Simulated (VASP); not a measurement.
# Ti (I4/mmm) in VASP: single point with LDA

Aim: the single point of Ti with LDA.

All numbers are computed with VASP 6.6.1; they aren't measurements. Logs are shortened: lines on timing, memory, paths and dates and some standing lists are left out, and cuts for length are marked.

## 1. The cell of the first run

Symmetry: I4/mmm, No. 139, tetragonal system. The conventional cell has a = 3.822 Å, b = 3.822 Å, c = 8.561 Å, α = 90.00°, β = 90.00°, γ = 90.00°. Within 5.0 Å of Ti (site symmetry 4/mmm) lie 4 Ti at 3.82 Å.

## 2. Single point, LDA

Input file INCAR:

```
PREC = Accurate
ENCUT = 520
EDIFF = 1E-6
ISMEAR = 1
SIGMA = 0.05
LREAL = F
LASPH = T
NELM = 100
ALGO = Normal
ISIF = 2
LWAVE = F
LCHARG = T
LELF = T
LVHAR = T
NBANDS = 12
```

Input file KPOINTS:

```
Automatic mesh
0
Gamma
  9 9 9
```

Input file POSCAR:

```
Ti
1.0
   -1.9111070000      1.9111070000      4.2806690000
    1.9111070000     -1.9111070000      4.2806690000
    1.9111070000      1.9111070000     -4.2806690000
Ti
1
Direct
    0.0000000000      0.0000000000      0.0000000000
```

Potentials or basis: VASP PAW LDA potentials, release 64 (Ti_sv).

Command:

```
> cat potpaw_LDA.64/Ti_sv/POTCAR > POTCAR
> mpirun -np 1 vasp_std > vasp.out
```

OUTCAR:

```text
PREC = Accurate
   ENCUT = 520
   EDIFF = 1E-6
   ISMEAR = 1
   LREAL = F
   LASPH = T
   NELM = 100
   ISIF = 2

 ion  position               nearest neighbor table
   1  0.000  0.000  0.000-

  LATTYP: Found a body centered tetragonal cell.
 ALAT       =     3.8222140000
 C/A-ratio  =     2.2398897602

  Lattice vectors:

 A1 = (  -1.9111070000,   1.9111070000,   4.2806690000)
 A2 = (   1.9111070000,  -1.9111070000,   4.2806690000)
 A3 = (   1.9111070000,   1.9111070000,  -4.2806690000)

Analysis of symmetry for initial positions (statically):
=====================================================================
 Subroutine PRICEL returns:
 Original cell was already a primitive cell.

 Routine SETGRP: Setting up the symmetry group for a
 body centered tetragonal supercell.

 Subroutine GETGRP returns: Found 16 space group operations
 (whereof 16 operations were pure point group operations)
 out of a pool of 16 trial point group operations.

The static configuration has the point symmetry D_4h.

Analysis of symmetry for dynamics (positions and initial velocities):
=====================================================================
 Subroutine PRICEL returns:
 Original cell was already a primitive cell.

 Routine SETGRP: Setting up the symmetry group for a
 body centered tetragonal supercell.

 Subroutine GETGRP returns: Found 16 space group operations
 (whereof 16 operations were pure point group operations)
 out of a pool of 16 trial point group operations.

The dynamic configuration has the point symmetry D_4h.

 Subroutine INISYM returns: Found 16 space group operations
 (whereof 16 operations are pure point group operations),
 and found     1 'primitive' translations

----------------------------------------------------------------------------------------

                                     Primitive cell

  volume of cell :      62.5377

  direct lattice vectors                    reciprocal lattice vectors
    -1.911107000  1.911107000  4.280669000     0.000000000  0.261628470  0.116804172
     1.911107000 -1.911107000  4.280669000     0.261628470  0.000000000  0.116804172
     1.911107000  1.911107000 -4.280669000     0.261628470  0.261628470  0.000000000

  length of vectors
     5.062488224  5.062488224  5.062488224     0.286518186  0.286518186  0.369998530

  position of ions in fractional coordinates (direct lattice)
     0.000000000  0.000000000  0.000000000

  ion indices of the primitive-cell ions
   primitive index   ion index
                 1           1

----------------------------------------------------------------------------------------

 KPOINTS: Automatic mesh

Automatic generation of k-mesh.
 Grid dimensions read from file:
 generate k-points for:    9    9    9

 Generating k-lattice:

  Cartesian coordinates                     Fractional coordinates (reciprocal lattice)
     0.000000000  0.029069830  0.012978241     0.111111111  0.000000000 -0.000000000
     0.029069830  0.000000000  0.012978241     0.000000000  0.111111111 -0.000000000
     0.029069830  0.029069830  0.000000000     0.000000000  0.000000000  0.111111111

  Length of vectors
     0.031835354  0.031835354  0.041110948

  Shift w.r.t. Gamma in fractional coordinates (k-lattice)
     0.000000000  0.000000000  0.000000000

 Subroutine IBZKPT returns following result:
 ===========================================

 Found     75 irreducible k-points:

 Following reciprocal coordinates:
            Coordinates               Weight
  0.000000  0.000000  0.000000      1.000000
  0.111111  0.000000 -0.000000      8.000000
  0.222222  0.000000  0.000000      8.000000
  0.333333  0.000000 -0.000000      8.000000
  0.444444  0.000000  0.000000      8.000000
  0.111111  0.111111 -0.000000      8.000000
[... 16 lines left out ...]
 -0.333333  0.333333  0.000000      4.000000
  0.444444  0.444444 -0.000000      8.000000
 [... further k-points ...]
   k-points           NKPTS =     75   k-points in BZ     NKDIM =     75   number of bands    NBANDS=     12
   number of dos      NEDOS =    301   number of ions     NIONS =      1
   total plane-waves  NPLWV =  64000
   dimension x,y,z NGX =    40 NGY =   40 NGZ =   40
   dimension x,y,z NGXF=    80 NGYF=   80 NGZF=   80
   ions per type =               1
   NGX,Y,Z   is equivalent  to a cutoff of  13.14, 13.14, 13.14 a.u.
   NGXF,Y,Z  is equivalent  to a cutoff of  26.27, 26.27, 26.27 a.u.
 SYSTEM =  unknown system
   PREC   = accura    normal or accurate (medium, high low for compatibility)
   ISTART =      0    job   : 0-new  1-cont  2-samecut
   ICHARG =      2    charge: 1-file 2-atom 10-const
   ISPIN  =      1    spin polarized calculation?
   LNONCOLLINEAR =      F non collinear calculations
   LSORBIT =      F    spin-orbit coupling
   LASPH  =      T    aspherical Exc in radial PAW
   ENCUT  =  520.0 eV  38.22 Ry    6.18 a.u.   9.41  9.41  9.41*2*pi/ulx,y,z
   NELM   =    100;   NELMIN=  2; NELMDL= -5     # of ELM steps
   EDIFF  = 0.1E-05   stopping-criterion for ELM
   LREAL  =      F    real-space projection
   EDIFFG = 0.1E-04   stopping-criterion for IOM
   NSW    =      0    number of steps for IOM
   IBRION =     -1    ionic relax: 0-MD 1-quasi-New 2-CG
   NFREE  =      0    steps in history (QN), initial steepest desc. (CG)
   ISIF   =      2    stress and relaxation
   ISYM   =      2    0-nonsym 1-usesym 2-fastsym
   POTIM  = 0.5000    time-step for ionic-motion
   TEBEG  =    0.0;   TEEND  =   0.0 temperature during run
   PSTRESS=    0.0 pullay stress
   NELECT =      12.0000    total number of electrons
   NUPDOWN=      -1.0000    fix difference up-down
   EMIN   =  10.00;   EMAX   =-10.00  energy-range for DOS
   EFERMI =   0.00;   METHOD = LEGACY
   ISMEAR =     1;   SIGMA  =   0.05  broadening in eV -4-tet -1-fermi 0-gaus
   EFERMI_NEDOS =   21; number of points for ismear=-14 and -15
   IALGO  =     38    algorithm
   IMIX   =      4    mixing-type and parameters
     AMIX     =   0.40;   BMIX     =  1.00
     AMIX_MAG =   1.60;   BMIX_MAG =  1.00
  volume/ion in A,a.u.               =      62.54       422.02
  Fermi-wavevector in a.u.,A,eV,Ry     =   0.944252  1.784378 12.131122  0.891612
  Thomas-Fermi vector in A             =   2.072039
   LORBIT       =      0    0 simple, 1 ext, 2 COOP (PROOUT), +10 PAW based schemes
   GGA     = CA    functional components
   LHFCALC =     F    Hartree Fock is set to
   AEXX    =    0.0000 exact exchange contribution
   IVDW    =     0    specifies the selected vdW correction
   LEPSILON=     F    determine dielectric tensor
   LRPA    =     F    only Hartree local field effects (RPA)
 non-spin polarized calculation
 Methfessel and Paxton  Order N= 1 SIGMA  =   0.05
  energy-cutoff  :      520.00
  volume of cell :       62.54
 maximum number of plane-waves:      1695
 NGX is ok and might be reduce to    40
   NGX = 19   NGY = 19   NGZ = 19

 number of electron      11.9999999 magnetization

 Free energy of the ion-electron system (eV)
  ---------------------------------------------------
  ext. energy  EPLUGINS =         0.00000000
  ---------------------------------------------------
  free energy    TOTEN  =        -3.73578944 eV

  energy without entropy =       -3.73628501  energy(sigma->0) =       -3.73595463

 E-fermi :  -0.1009     XC(G=0):  -6.7470

 val. band max:       -0.1020906060   @ k =  -0.1111  -0.3333   0.1111
 cond. band min:      -0.0977746794   @ k =  -0.3333   0.1111   0.0000
 fundamental gap:      0.0043159266
 Fermi energy:        -0.1008860120

 k-point     1 :       0.0000    0.0000    0.0000
  band No.  band energies     occupation
      1     -57.2995      2.00000
      2     -34.0213      2.00000
      3     -33.8588      2.00000
      4     -33.8588      2.00000
      5      -2.9797      2.00000
      6      -0.3009      2.00000
      7      -0.1555      2.06444
      8       0.4144     -0.00000
      9       0.4144     -0.00000
     10       0.7443     -0.00000
     11       5.0323      0.00000
     12       7.5281      0.00000

 k-point     2 :       0.1111    0.0000   -0.0000
  band No.  band energies     occupation
      1     -57.2994      2.00000
      2     -34.0212      2.00000
      3     -33.8609      2.00000
      4     -33.8586      2.00000
      5      -2.8203      2.00000
      6      -0.2643      2.00004
      7      -0.1199      1.59584
      8       0.3493     -0.00000
      9       0.4267     -0.00000
     10       0.7033     -0.00000
     11       4.8837      0.00000
     12       7.3279      0.00000

 k-point     3 :       0.2222    0.0000    0.0000
  band No.  band energies     occupation
      1     -57.2991      2.00000
      2     -34.0209      2.00000
      3     -33.8662      2.00000
      4     -33.8582      2.00000
      5      -2.3561      2.00000
      6      -0.1981      2.01904
      7      -0.0211     -0.04654
      8       0.2322     -0.00000
      9       0.4570     -0.00000
     10       0.6039     -0.00000
     11       4.5301      0.00000
     12       5.3813      0.00000
[... 286 lines left out ...]
 k-point    23 :      -0.3333    0.3333    0.0000
  band No.  band energies     occupation
      1     -57.2981      2.00000
      2     -34.0195      2.00000
      3     -33.8713      2.00000
      4     -33.8710      2.00000
      5      -0.8221      2.00000
      6      -0.0194     -0.04332
      7       0.2112     -0.00000
      8       0.2135     -0.00000
      9       0.4042     -0.00000
     10       0.4780     -0.00000
     11       4.4398      0.00000
     12       5.4049      0.00000

 k-point    24 :       0.4444    0.4444   -0.0000
  band No.  band energies     occupation
      1     -57.2976      2.00000
      2     -34.0190      2.00000
      3     -33.8748      2.00000
      4     -33.8747      2.00000
      5      -0.4136      2.00000
      6      -0.1615      2.07087
      7       0.1961     -0.00000
      8       0.3525     -0.00000
      9       0.8828     -0.00000
     10       2.2916      0.00000
     11       2.5287      0.00000
     12       3.7868      0.00000

 [... further k-points ...]
[... 5 lines left out ...]
  --------------------------------------------------------------------------------------
  -------------------------------------------------------------------------------------
  Total       -4.1872964     -4.1872964     -2.4729126      0.0000000     -0.0000000      0.0000000
  in kB     -107.2760167   -107.2760167    -63.3545337      0.0000000     -0.0000000      0.0000000
  external PRESSURE =     -92.6355224 kB  Pullay stress =       0.0000000 kB

 VOLUME and BASIS-vectors are now :
 -----------------------------------------------------------------------------
  energy-cutoff  :      520.00
  volume of cell :       62.54
      direct lattice vectors                 reciprocal lattice vectors
    -1.911107000  1.911107000  4.280669000     0.000000000  0.261628470  0.116804172
     1.911107000 -1.911107000  4.280669000     0.261628470  0.000000000  0.116804172
     1.911107000  1.911107000 -4.280669000     0.261628470  0.261628470  0.000000000

 POSITION                                       TOTAL-FORCE (eV/Angst)
 -----------------------------------------------------------------------------------
      0.00000      0.00000      0.00000         0.000000     -0.000000     -0.000000
 -----------------------------------------------------------------------------------
    total drift:                               -0.000000     -0.000000     -0.000000

  FREE ENERGIE OF THE ION-ELECTRON SYSTEM (eV)
  ---------------------------------------------------
  free  energy   TOTEN  =        -3.7357894371 eV

  energy  without entropy=       -3.7362850135  energy(sigma->0) =       -3.73595463
```

It took 49 s on 1 thread of AMD EPYC 9R45 (Zen 5), shared host; peak memory 0.19 GiB.

What came out:

```
Free energy            : -3.7358 eV
Pressure               : -9.3 GPa
Band gap on the k mesh : zero (band 6 reaches 0.05 eV, above the bottom of band 7 at -0.20 eV)
```
